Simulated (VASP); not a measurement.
# Si16Ge (a cell with a defect) in VASP: a series of runs, part 2 of 3

VASP 6.6.1. The steps go on from the part before.

## Step 4: Single point, PBEsol

The input, INCAR:

```
ALGO     = Normal         # electronic algorithm
EDIFF    = 1E-6           # SCF threshold, eV
ENCUT    = 520            # plane-wave cutoff, eV
GGA      = PS             # functional
ISIF     = 2              # what is computed and relaxed
ISMEAR   = 0              # smearing method
LASPH    = True           # aspherical terms in the spheres
LCHARG   = True           # write CHGCAR
LELF     = True           # ELF
LREAL    = Auto         
LVHAR    = True         
LWAVE    = False          # write WAVECAR
NBANDS   = 53             # bands
NELM     = 100            # most SCF steps
PREC     = Accurate       # precision mode
SIGMA    = 0.05           # smearing width, eV
```

The input, KPOINTS:

```
k-points
0
Gamma
  2 2 2
```

The input, POSCAR:

```
Si16Ge
1.0
    0.0000000000      5.4300000000      5.4300000000
    5.4300000000      0.0000000000      5.4300000000
    5.4300000000      5.4300000000      0.0000000000
Si Ge
16 1
Direct
   -0.0001311190     -0.0000150398      0.0002715195
    0.1239740524      0.1241725932      0.1246874489
    0.0040874985      0.0043901846      0.4960601651
    0.1240646846      0.1243166366      0.6275424623
    0.0040504459      0.4955439156      0.0050314091
    0.1239896492      0.6272695903      0.1247414452
    0.0040620593      0.4957225897      0.4961394928
    0.1359020554      0.6212788303      0.6218815287
    0.4953646304      0.0042887397      0.0049734829
    0.6271603854      0.1241716330      0.1246853226
    0.4954499107      0.0043909547      0.4960571273
    0.6209695567      0.1362975881      0.6217480670
    0.4953651043      0.4955434056      0.0050294646
    0.6208862979      0.6210575043      0.1371606232
    0.4995702364      0.4999772693      0.5008636835
    0.6209233360      0.6212798578      0.6218767131
    0.7495614359      0.7499787169      0.7508792843
```

Potentials or basis: VASP PAW PBE potentials, release 64 (Si, Ge_d).

Started as:

```
$ cat potpaw_PBE.64/Si/POTCAR potpaw_PBE.64/Ge_d/POTCAR > POTCAR
$ mpirun -np 1 vasp_std > vasp.out
```

OUTCAR:

```text
EDIFF = 1E-6
   ENCUT = 520
   GGA = PS
   ISIF = 2
   ISMEAR = 0
   LASPH = True
   LREAL = Auto
   NELM = 100
   PREC = Accurate

 ion  position               nearest neighbor table
   1  1.000  1.000  0.000-  10 2.34   2 2.34   6 2.34   4 2.34
   2  0.124  0.124  0.125-   3 2.33   5 2.33   9 2.33   1 2.34
   3  0.004  0.004  0.496-   2 2.33   4 2.33   8 2.40  12 2.40  17 2.76
   4  0.124  0.124  0.628-  11 2.33   3 2.33   7 2.33   1 2.34
   5  0.004  0.496  0.005-   2 2.33   6 2.33   8 2.40  14 2.40  17 2.76
   6  0.124  0.627  0.125-   5 2.33  13 2.33   7 2.33   1 2.34
   7  0.004  0.496  0.496-   6 2.33   4 2.33   8 2.40  16 2.40  17 2.76
   8  0.136  0.621  0.622-  15 2.28   3 2.40   7 2.40   5 2.40  17 2.42
   9  0.495  0.004  0.005-  10 2.33   2 2.33  12 2.40  14 2.40  17 2.76
  10  0.627  0.124  0.125-  11 2.33  13 2.33   9 2.33   1 2.34
  11  0.495  0.004  0.496-  10 2.33   4 2.33  16 2.40  12 2.40  17 2.76
  12  0.621  0.136  0.622-  15 2.28  11 2.40   3 2.40   9 2.40  17 2.42
  13  0.495  0.496  0.005-  10 2.33   6 2.33  16 2.40  14 2.40  17 2.76
  14  0.621  0.621  0.137-  15 2.28   5 2.40  13 2.40   9 2.40  17 2.42
  15  0.500  0.500  0.501-   8 2.28  16 2.28  12 2.28  14 2.28
  16  0.621  0.621  0.622-  15 2.28  11 2.40   7 2.40  13 2.40  17 2.42
[... 213 lines left out ...]
      5     -18.2600      2.00000
      6      -6.6142      2.00000
[... 421 lines left out ...]
     50      10.2124      0.00000
     51      10.2130      0.00000
 [bands above 51 left out]

------------------------ aborting loop because EDIFF is reached ----------------------------------------

  FORCE on cell =-STRESS in cart. coord.  units (eV):
  Direction    XX          YY          ZZ          XY          YZ          ZX
  --------------------------------------------------------------------------------------
  -------------------------------------------------------------------------------------
  Total        9.4367638      9.4425996      9.4432240     -0.0000211     -0.0004180      0.0000840
  in kB       47.2176297     47.2468296     47.2499541     -0.0001055     -0.0020914      0.0004204
  external PRESSURE =      47.2381378 kB  Pullay stress =       0.0000000 kB

 VOLUME and BASIS-vectors are now :
 -----------------------------------------------------------------------------
  energy-cutoff  :      520.00
  volume of cell :      320.21
      direct lattice vectors                 reciprocal lattice vectors
     0.000000000  5.430000000  5.430000000    -0.092081031  0.092081031  0.092081031
     5.430000000  0.000000000  5.430000000     0.092081031 -0.092081031  0.092081031
     5.430000000  5.430000000  0.000000000     0.092081031  0.092081031 -0.092081031

 POSITION                                       TOTAL-FORCE (eV/Angst)
 -----------------------------------------------------------------------------------
      5.43139      5.43076     10.85921        -0.000944     -0.000483      0.000536
      1.35131      1.35023      1.34744         0.000283      0.000410      0.000457
      2.71745      2.71580      0.04603         0.001350      0.001013      0.000443
      4.08259      4.08123      1.34871         0.000923      0.000279     -0.000396
      2.71812      0.04931      2.71280        -0.000063      0.000593      0.000390
      4.08342      1.35061      4.07934         0.000627      0.000111     -0.000030
[... 9 lines left out ...]
      6.75034      6.74840      6.74516         0.000291      0.001359      0.002450
      8.14966      8.14739      8.14250        -0.001854     -0.000908      0.000961
 -----------------------------------------------------------------------------------
    total drift:                                0.004341      0.001699     -0.002332

  FREE ENERGIE OF THE ION-ELECTRON SYSTEM (eV)
  ---------------------------------------------------
  free  energy   TOTEN  =       -92.7873632298 eV

  energy  without entropy=      -92.7791374095  energy(sigma->0) =      -92.78325032
```

OSZICAR:

```text
N       E                     dE             d eps       ncg     rms          rms(c)
DAV:   1     0.378476642673E+03    0.37848E+03   -0.30305E+04  1103   0.159E+03
DAV:   2    -0.336072523726E+02   -0.41208E+03   -0.38351E+03   970   0.391E+02
DAV:   3    -0.916688104918E+02   -0.58062E+02   -0.56028E+02  1061   0.988E+01
DAV:   4    -0.945929183923E+02   -0.29241E+01   -0.28929E+01  1072   0.261E+01
DAV:   5    -0.946841223685E+02   -0.91204E-01   -0.91061E-01  1072   0.457E+00    0.147E+01
DAV:   6    -0.933530777566E+02    0.13310E+01   -0.76776E-01  1016   0.298E+00    0.875E+00
DAV:   7    -0.927865332534E+02    0.56654E+00   -0.12555E+00  1024   0.360E+00    0.599E-01
DAV:   8    -0.927867906455E+02   -0.25739E-03   -0.80572E-02  1048   0.139E+00    0.310E-01
DAV:   9    -0.927871527449E+02   -0.36210E-03   -0.36307E-03  1048   0.262E-01    0.186E-01
DAV:  10    -0.927873261974E+02   -0.17345E-03   -0.29099E-04  1240   0.108E-01    0.593E-02
DAV:  11    -0.927873628675E+02   -0.36670E-04   -0.71564E-05  1024   0.453E-02    0.146E-02
DAV:  12    -0.927873632298E+02   -0.36223E-06   -0.71562E-06  1104   0.126E-02
   1 F= -.92787363E+02 E0= -.92783250E+02  d E =-.822582E-02
```

stdout:

```text
POSCAR found type information on POSCAR SiGe
 POSCAR found :  2 types and      17 ions
 scaLAPACK will be used
 -----------------------------------------------------------------------------
|                                                                             |
|                                                                             |
|     You enforced a specific xc type in the INCAR file but a different       |
|     I HOPE YOU KNOW WHAT YOU ARE DOING!                                     |
|                                                                             |
 -----------------------------------------------------------------------------

 LDA part: xc-table for (Slater+PW92), standard interpolation
 POSCAR, INCAR and KPOINTS ok, starting setup
 FFT: planning ... GRIDC
 FFT: planning ... GRID_SOFT
 FFT: planning ... GRID
 WAVECAR not read
 entering main loop
```

Wall time 91 s (1 thread of Intel Xeon 6975P-C (Granite Rapids), shared host); peak memory 0.48 GiB.

Results:

| Property | Result |
| --- | --- |
| Free energy | -92.7874 eV |
| Pressure | 4.7 GPa |
| Largest force | 0.004 eV/Å |
| Band gap on the k mesh | zero (band 39 reaches 6.87 eV, above the bottom of band 40 at 6.56 eV) |

Forces on the atoms (eV/Å):
```
Si  -0.001  0.000  0.001
Si   0.000  0.000  0.000
Si   0.001  0.001  0.000
Si   0.001  0.000  0.000
Si   0.000  0.001  0.000
Si   0.001  0.000  0.000
Si   0.001  0.001 -0.001
Si   0.000 -0.003 -0.001
Si   0.001  0.000  0.000
Si   0.000  0.000  0.000
Si   0.001  0.000 -0.001
Si  -0.001  0.001 -0.002
Si   0.000  0.000 -0.001
Si   0.000  0.000  0.000
Si  -0.003 -0.002  0.002
Si   0.000  0.001  0.002
Ge  -0.002 -0.001  0.001
```

Levels at points of the mesh, in eV from the Fermi level:
| k point | band 37 | band 38 | band 39 | band 40 | band 41 | band 42 |
| --- | --- | --- | --- | --- | --- | --- |
| (0.00, 0.00, 0.00) | -0.72 | -0.72 | -0.24 | -0.24 | -0.24 | 0.00 |
| (0.50, 0.00, 0.00) | -1.38 | -1.38 | -0.31 | 0.53 | 0.53 | 0.87 |
| (0.00, 0.50, 0.00) | -1.38 | -1.38 | -0.31 | 0.53 | 0.53 | 0.87 |
| (0.00, 0.00, 0.50) | -1.38 | -1.38 | -0.31 | 0.53 | 0.53 | 0.87 |
| (0.50, 0.50, 0.50) | -1.38 | -1.38 | -0.31 | 0.53 | 0.53 | 0.87 |
| (0.50, 0.50, 0.00) | -1.82 | -1.26 | 0.07 | 0.81 | 1.06 | 1.07 |
| (0.00, 0.50, 0.50) | -1.82 | -1.26 | 0.07 | 0.81 | 1.06 | 1.07 |
| (0.50, 0.00, 0.50) | -1.82 | -1.26 | 0.07 | 0.81 | 1.06 | 1.07 |

Caveat: the k points lie up to 0.50 Å⁻¹ apart; the PAW data sets were made with another functional, which shifts forces and pressure a little.

(Continued in part 3 of 3.)
